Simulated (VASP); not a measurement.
# Os in VASP: settings compared

Os is run at these levels: PBEsol, LDA; tasks: single point.

All numbers are computed with VASP 6.6.1; they aren't measurements. Logs are shortened: lines on timing, memory, paths and dates and some standing lists are left out, and cuts for length are marked.

## (1) The cell of the first run

It takes space group Fm-3m (No. 225, cubic). Conventional cell: a = 3.753 Å, b = 3.753 Å, c = 3.753 Å, α = 90.00°, β = 90.00°, γ = 90.00°. Within 3.5 Å of Os (site symmetry m-3m) lie 12 Os at 2.65 Å.

This isn't the form of Os at room conditions, which is hcp.

## (2) Single point, PBEsol (strained)

INCAR

```
SYSTEM = Os
PREC = Accurate
ENCUT = 520
EDIFF = 1E-7
ISMEAR = 0
SIGMA = 0.1
LREAL = .False.
LASPH = .True.
NELM = 60
ALGO = Normal
ISIF = 2
LWAVE = .False.
LCHARG = .True.
GGA = PS
LELF = .True.
LVHAR = .True.
NBANDS = 10
```

KPOINTS

```
regular mesh
0
Gamma
  18 18 18
  0 0 0
```

POSCAR

```
Os
1.0
    0.0000000000      1.8763609500      1.8763609500
    1.8763609500      0.0000000000      1.8763609500
    1.8763609500      1.8763609500      0.0000000000
Os
1
Direct
    0.0000000000      0.0000000000      0.0000000000
```

Potentials or basis: VASP PAW PBE potentials, release 64 (Os).

On the command line:

```bash
cat potpaw_PBE.64/Os/POTCAR > POTCAR
mpirun -np 1 vasp_std > vasp.out
```

OUTCAR:

```text
SYSTEM = Os
   PREC = Accurate
   ENCUT = 520
   EDIFF = 1E-7
   ISMEAR = 0
   LREAL = .False.
   LASPH = .True.
   NELM = 60
   ISIF = 2
   GGA = PS

 ion  position               nearest neighbor table
   1  0.000  0.000  0.000-

  LATTYP: Found a face centered cubic cell.
 ALAT       =     3.7527219000

  Lattice vectors:

 A1 = (   0.0000000000,   1.8763609500,   1.8763609500)
 A2 = (   1.8763609500,   0.0000000000,   1.8763609500)
 A3 = (   1.8763609500,   1.8763609500,   0.0000000000)

Analysis of symmetry for initial positions (statically):
=====================================================================
 Subroutine PRICEL returns:
 Original cell was already a primitive cell.

 Routine SETGRP: Setting up the symmetry group for a
 face centered cubic supercell.

 Subroutine GETGRP returns: Found 48 space group operations
 (whereof 48 operations were pure point group operations)
 out of a pool of 48 trial point group operations.

The static configuration has the point symmetry O_h .

Analysis of symmetry for dynamics (positions and initial velocities):
=====================================================================
 Subroutine PRICEL returns:
 Original cell was already a primitive cell.

 Routine SETGRP: Setting up the symmetry group for a
 face centered cubic supercell.

 Subroutine GETGRP returns: Found 48 space group operations
 (whereof 48 operations were pure point group operations)
 out of a pool of 48 trial point group operations.

The dynamic configuration has the point symmetry O_h .

 Subroutine INISYM returns: Found 48 space group operations
 (whereof 48 operations are pure point group operations),
 and found     1 'primitive' translations

----------------------------------------------------------------------------------------

                                     Primitive cell

  volume of cell :      13.2123

  direct lattice vectors                    reciprocal lattice vectors
     0.000000000  1.876360950  1.876360950    -0.266473250  0.266473250  0.266473250
     1.876360950  0.000000000  1.876360950     0.266473250 -0.266473250  0.266473250
     1.876360950  1.876360950  0.000000000     0.266473250  0.266473250 -0.266473250

  length of vectors
     2.653575103  2.653575103  2.653575103     0.461545207  0.461545207  0.461545207

  position of ions in fractional coordinates (direct lattice)
     0.000000000  0.000000000  0.000000000

  ion indices of the primitive-cell ions
   primitive index   ion index
                 1           1

----------------------------------------------------------------------------------------

 KPOINTS: regular mesh

Automatic generation of k-mesh.
 Grid dimensions read from file:
 generate k-points for:   18   18   18

 Generating k-lattice:

  Cartesian coordinates                     Fractional coordinates (reciprocal lattice)
    -0.014804069  0.014804069  0.014804069     0.055555556  0.000000000  0.000000000
     0.014804069 -0.014804069  0.014804069     0.000000000  0.055555556  0.000000000
     0.014804069  0.014804069 -0.014804069     0.000000000  0.000000000  0.055555556

  Length of vectors
     0.025641400  0.025641400  0.025641400

  Shift w.r.t. Gamma in fractional coordinates (k-lattice)
     0.000000000  0.000000000  0.000000000

 Subroutine IBZKPT returns following result:
 ===========================================

 Found    195 irreducible k-points:

 Following reciprocal coordinates:
            Coordinates               Weight
  0.000000  0.000000  0.000000      1.000000
  0.055556  0.000000  0.000000      8.000000
  0.111111  0.000000  0.000000      8.000000
  0.166667  0.000000  0.000000      8.000000
  0.222222  0.000000  0.000000      8.000000
  0.277778  0.000000  0.000000      8.000000
[... 16 lines left out ...]
 -0.277778  0.055556  0.000000     24.000000
 -0.222222  0.055556  0.000000     24.000000
 [... further k-points ...]
   k-points           NKPTS =    195   k-points in BZ     NKDIM =    195   number of bands    NBANDS=     10
   number of dos      NEDOS =    301   number of ions     NIONS =      1
   total plane-waves  NPLWV =   8000
   dimension x,y,z NGX =    20 NGY =   20 NGZ =   20
   dimension x,y,z NGXF=    40 NGYF=   40 NGZF=   40
   ions per type =               1
   NGX,Y,Z   is equivalent  to a cutoff of  12.53, 12.53, 12.53 a.u.
   NGXF,Y,Z  is equivalent  to a cutoff of  25.06, 25.06, 25.06 a.u.
 SYSTEM =  Os
   PREC   = accura    normal or accurate (medium, high low for compatibility)
   ISTART =      0    job   : 0-new  1-cont  2-samecut
   ICHARG =      2    charge: 1-file 2-atom 10-const
   ISPIN  =      1    spin polarized calculation?
   LNONCOLLINEAR =      F non collinear calculations
   LSORBIT =      F    spin-orbit coupling
   LASPH  =      T    aspherical Exc in radial PAW
   ENCUT  =  520.0 eV  38.22 Ry    6.18 a.u.   4.93  4.93  4.93*2*pi/ulx,y,z
   NELM   =     60;   NELMIN=  2; NELMDL= -5     # of ELM steps
   EDIFF  = 0.1E-06   stopping-criterion for ELM
   LREAL  =      F    real-space projection
   EDIFFG = 0.1E-05   stopping-criterion for IOM
   NSW    =      0    number of steps for IOM
   IBRION =     -1    ionic relax: 0-MD 1-quasi-New 2-CG
   NFREE  =      0    steps in history (QN), initial steepest desc. (CG)
   ISIF   =      2    stress and relaxation
   ISYM   =      2    0-nonsym 1-usesym 2-fastsym
   POTIM  = 0.5000    time-step for ionic-motion
   TEBEG  =    0.0;   TEEND  =   0.0 temperature during run
   PSTRESS=    0.0 pullay stress
   NELECT =       8.0000    total number of electrons
   NUPDOWN=      -1.0000    fix difference up-down
   EMIN   =  10.00;   EMAX   =-10.00  energy-range for DOS
   EFERMI =   0.00;   METHOD = LEGACY
   ISMEAR =     0;   SIGMA  =   0.10  broadening in eV -4-tet -1-fermi 0-gaus
   EFERMI_NEDOS =   21; number of points for ismear=-14 and -15
   IALGO  =     38    algorithm
   IMIX   =      4    mixing-type and parameters
     AMIX     =   0.40;   BMIX     =  1.00
     AMIX_MAG =   1.60;   BMIX_MAG =  1.00
  volume/ion in A,a.u.               =      13.21        89.16
  Fermi-wavevector in a.u.,A,eV,Ry     =   1.384985  2.617242 26.098475  1.918184
  Thomas-Fermi vector in A             =   2.509438
   LORBIT       =      0    0 simple, 1 ext, 2 COOP (PROOUT), +10 PAW based schemes
   GGA     = PS    functional components
   LHFCALC =     F    Hartree Fock is set to
   AEXX    =    0.0000 exact exchange contribution
   IVDW    =     0    specifies the selected vdW correction
   LEPSILON=     F    determine dielectric tensor
   LRPA    =     F    only Hartree local field effects (RPA)
 non-spin polarized calculation
 Gauss-broadening in eV      SIGMA  =   0.10
  energy-cutoff  :      520.00
  volume of cell :       13.21
 maximum number of plane-waves:       366
   NGX =  9   NGY =  9   NGZ =  9

 number of electron       8.0000001 magnetization

 Free energy of the ion-electron system (eV)
  ---------------------------------------------------
  ext. energy  EPLUGINS =         0.00000000
  ---------------------------------------------------
  free energy    TOTEN  =       -12.04370660 eV

  energy without entropy =      -12.04001854  energy(sigma->0) =      -12.04186257

 E-fermi :  10.0281     XC(G=0): -14.4796

 val. band max:       10.0245814145   @ k =  -0.2222   0.2778   0.0556
 cond. band min:      10.0460139850   @ k =   0.2778   0.0556   0.0000
 fundamental gap:      0.0214325705
 Fermi energy:        10.0281156549

 k-point     1 :       0.0000    0.0000    0.0000
  band No.  band energies     occupation
      1      -1.3272      2.00000
      2       6.7922      2.00000
      3       6.7922      2.00000
      4       6.7922      2.00000
      5      10.1479      0.09028
      6      10.1479      0.09028
      7      24.2928      0.00000
      8      30.4450      0.00000
      9      30.4450      0.00000
     10      30.4450      0.00000

 k-point     2 :       0.0556    0.0000    0.0000
  band No.  band energies     occupation
      1      -1.1719      2.00000
      2       6.6937      2.00000
      3       6.8646      2.00000
      4       6.8646      2.00000
      5      10.0918      0.36801
      6      10.0918      0.36801
      7      24.5892      0.00000
      8      29.6504      0.00000
      9      30.7258      0.00000
     10      30.7258      0.00000

 k-point     3 :       0.1111    0.0000    0.0000
  band No.  band energies     occupation
      1      -0.7248      2.00000
      2       6.4429      2.00000
      3       7.0539      2.00000
      4       7.0539      2.00000
      5       9.9670      1.61243
      6       9.9670      1.61243
      7      25.3967      0.00000
      8      28.1948      0.00000
      9      31.5437      0.00000
     10      31.5437      0.00000

 k-point     4 :       0.1667    0.0000    0.0000
  band No.  band energies     occupation
      1      -0.0490      2.00000
      2       6.1613      2.00000
      3       7.2639      2.00000
      4       7.2639      2.00000
      5       9.9064      1.91484
      6       9.9064      1.91484
      7      26.0601      0.00000
      8      27.2327      0.00000
      9      32.8334      0.00000
     10      32.8334      0.00000
[... 222 lines left out ...]
 k-point    22 :      -0.3333    0.0556    0.0000
  band No.  band energies     occupation
      1       1.9162      2.00000
      2       6.8512      2.00000
      3       7.0237      2.00000
      4       7.2208      2.00000
      5      11.1228      0.00000
      6      12.2550      0.00000
      7      22.4129      0.00000
      8      26.2607      0.00000
      9      32.6197      0.00000
     10      34.7762      0.00000

 k-point    23 :      -0.2778    0.0556    0.0000
  band No.  band energies     occupation
      1       1.6676      2.00000
      2       6.3126      2.00000
      3       7.1112      2.00000
      4       7.2561      2.00000
      5      10.3244      0.00003
      6      11.4920      0.00000
      7      23.6272      0.00000
      8      27.8390      0.00000
      9      33.9019      0.00000
     10      35.0284      0.00000

 k-point    24 :      -0.2222    0.0556    0.0000
  band No.  band energies     occupation
      1       1.0986      2.00000
      2       5.9184      2.00000
      3       7.3116      2.00000
      4       7.4340      2.00000
      5       9.7126      1.99999
      6      10.8156      0.00000
      7      24.8267      0.00000
      8      28.3803      0.00000
      9      33.6474      0.00000
     10      35.0643      0.00000

 [... further k-points ...]

------------------------ aborting loop because EDIFF is reached ----------------------------------------

  FORCE on cell =-STRESS in cart. coord.  units (eV):
  Direction    XX          YY          ZZ          XY          YZ          ZX
  --------------------------------------------------------------------------------------
  -------------------------------------------------------------------------------------
  Total        2.2465791      2.2465791      2.2465791      0.0000000     -0.0000000      0.0000000
  in kB      272.4288813    272.4288813    272.4288813      0.0000000     -0.0000000      0.0000000
  external PRESSURE =     272.4288813 kB  Pullay stress =       0.0000000 kB

 VOLUME and BASIS-vectors are now :
 -----------------------------------------------------------------------------
  energy-cutoff  :      520.00
  volume of cell :       13.21
      direct lattice vectors                 reciprocal lattice vectors
     0.000000000  1.876360950  1.876360950    -0.266473250  0.266473250  0.266473250
     1.876360950  0.000000000  1.876360950     0.266473250 -0.266473250  0.266473250
     1.876360950  1.876360950  0.000000000     0.266473250  0.266473250 -0.266473250

 POSITION                                       TOTAL-FORCE (eV/Angst)
 -----------------------------------------------------------------------------------
      0.00000      0.00000      0.00000         0.000000      0.000000      0.000000
 -----------------------------------------------------------------------------------
    total drift:                               -0.000000     -0.000000     -0.000000

  FREE ENERGIE OF THE ION-ELECTRON SYSTEM (eV)
  ---------------------------------------------------
  free  energy   TOTEN  =       -12.0437066001 eV

  energy  without entropy=      -12.0400185366  energy(sigma->0) =      -12.04186257
```

Run time: 17 s. Hardware: 1 thread of AMD EPYC 7R13 (Zen 3), shared host; peak memory 0.12 GiB.

What came out:

* Free energy: -12.0437 eV
* Pressure: 27.2 GPa
* Band gap on the k mesh: zero (bands 4 and 5 overlap by 4.25 eV)

Caveat: the cell differs from its parent crystal (strained); the cell stands under pressure; the PAW data sets were made with another functional, which shifts forces and pressure a little; spin-orbit coupling is left out, which moves the levels of the heavy elements.

## (3) Single point, LDA (strained)

INCAR

```
SYSTEM = Os
PREC     = Accurate       ! precision mode
ENCUT    = 520            ! plane-wave cutoff, eV
EDIFF    = 1E-6           ! SCF threshold, eV
ISMEAR   = 0              ! smearing method
SIGMA    = 0.1            ! smearing width, eV
LREAL    = .FALSE.        ! projectors in reciprocal space
LASPH    = .TRUE.         ! aspherical terms in the spheres
NELM     = 100            ! most SCF steps
ALGO     = Normal         ! electronic algorithm
ISIF     = 2              ! what is computed and relaxed
LWAVE    = .FALSE.        ! write WAVECAR
LCHARG   = .FALSE.        ! write CHGCAR
NBANDS   = 10             ! bands
```

KPOINTS

```
Automatic mesh
0
G
  18 18 18
  0 0 0
```

POSCAR

```
Os
1.0
    0.0000000000      1.8796091000      1.8796091000
    1.8796091000      0.0000000000      1.8796091000
    1.8796091000      1.8796091000      0.0000000000
Os
1
Direct
    0.0000000000      0.0000000000      0.0000000000
```

Potentials or basis: VASP PAW LDA potentials, release 64 (Os).

On the command line:

```bash
cat potpaw_LDA.64/Os/POTCAR > POTCAR
mpirun -np 1 vasp_std > vasp.out
```

It took 14 s on 1 thread of AMD EPYC 7R13 (Zen 3), shared host; peak memory 0.11 GiB.

The run converged. Its results:

- Free energy: -12.4877 eV
- Pressure: 17.8 GPa
- Band gap on the k mesh: zero (bands 4 and 5 overlap by 4.19 eV)

Levels at points of the mesh, in eV from the Fermi level:
| k point | band 2 | band 3 | band 4 | band 5 | band 6 | band 7 |
| --- | --- | --- | --- | --- | --- | --- |
| (0.00, 0.00, 0.00) | -3.22 | -3.22 | -3.22 | 0.10 | 0.10 | 14.32 |
| (0.50, 0.00, 0.00) | -3.39 | -3.39 | -0.06 | 2.73 | 2.73 | 9.79 |
| (0.50, 0.50, 0.00) | -7.37 | 2.66 | 2.69 | 3.48 | 3.48 | 12.74 |

Caveat: the cell differs from its parent crystal (strained); the cell stands under pressure; spin-orbit coupling is left out, which moves the levels of the heavy elements.

## (4) Single point, PBEsol (strained)

INCAR

```
ALGO = Fast
EDIFF = 1E-6
ENCUT = 520
GGA = PS
ISIF = 2
ISMEAR = 0
LASPH = True
LCHARG = False
LREAL = False
LWAVE = False
NBANDS = 10
NELM = 100
PREC = Accurate
SIGMA = 0.1
```

KPOINTS

```
k-points
0
Gamma
  16 16 16
```

POSCAR

```
Os
1.0
    0.0240985500      1.9396512500      1.9075004000
    1.9396512500      0.0240985500      1.9075004000
    1.9933527000      1.9933527000     -0.0296029000
Os
1
Direct
    0.0000000000      0.0000000000      0.0000000000
```

Potentials or basis: VASP PAW PBE potentials, release 64 (Os).

On the command line:

```bash
cat potpaw_PBE.64/Os/POTCAR > POTCAR
mpirun -np 1 vasp_std > vasp.out
```

Run time: 2 min. Hardware: 1 thread of AMD EPYC 7R13 (Zen 3), shared host; peak memory 0.25 GiB.

It converged, with:

```
Free energy            : -12.0276 eV
Pressure               : -18.5 GPa
Band gap on the k mesh : zero (bands 4 and 5 overlap by 3.97 eV)
```

Stress tensor (GPa, compression positive):
```
-19.66 -10.97   4.41
-10.97 -19.66   4.41
  4.41   4.41 -16.12
```

Levels at points of the mesh, in eV from the Fermi level:
```
           k point  band 1  band 2  band 3  band 4  band 5  band 6  band 7  band 8  band 9
(0.00, 0.00, 0.00)  -10.49   -3.31   -2.71   -2.60   -0.13    0.17   14.23   18.94   20.22
(0.50, 0.00, 0.00)   -7.31   -3.47   -2.63   -0.07    2.12    2.48    8.65   13.59   19.06
(0.50, 0.50, 0.00)   -7.18   -6.52    2.17    2.42    2.88    2.91   11.00   11.73   12.45
(0.00, 0.00, 0.50)   -7.44   -2.95   -2.85   -0.62    1.93    2.30    7.83   14.06   20.20
(0.50, 0.00, 0.50)   -7.19   -6.49    2.08    2.09    2.82    2.98   11.33   11.72   12.30
(0.50, 0.50, 0.50)   -7.36   -3.23   -2.72   -0.32    1.83    2.54    8.32   13.82   19.54
```

Caveat: the cell differs from its parent crystal (strained); the cell stands under tension; the PAW data sets were made with another functional, which shifts forces and pressure a little; spin-orbit coupling is left out, which moves the levels of the heavy elements.

## (5) The runs side by side

```tsv
level	potentials or basis	cell	k mesh	gap on the mesh (eV)	pressure (GPa)
PBEsol	VASP PAW PBE potentials, release 64 (Os)	a = 2.654 Å, angles 60.0°, 1 atom	18 × 18 × 18	none	27.2
LDA	VASP PAW LDA potentials, release 64 (Os)	a = 2.658 Å, angles 60.0°, 1 atom	18 × 18 × 18	none	17.8
PBEsol	VASP PAW PBE potentials, release 64 (Os)	a = 2.721, b = 2.721, c = 2.819 Å, angles 59.8, 59.8, 59.7°, 1 atom	16 × 16 × 16	none	-18.5
```

Alike in all rows: task single point; no spin polarisation; cutoff (eV) 520; smearing gaussian 0.1 eV.

Caveats: spin-orbit coupling is left out, which moves the levels of the heavy elements; the cell stands under pressure (at least some runs); the PAW data sets were made with another functional, which shifts forces and pressure a little (at least some runs); the cell stands under tension (at least some runs).

Total energies depend on the potentials used, so only differences within one code and one set of settings carry meaning.
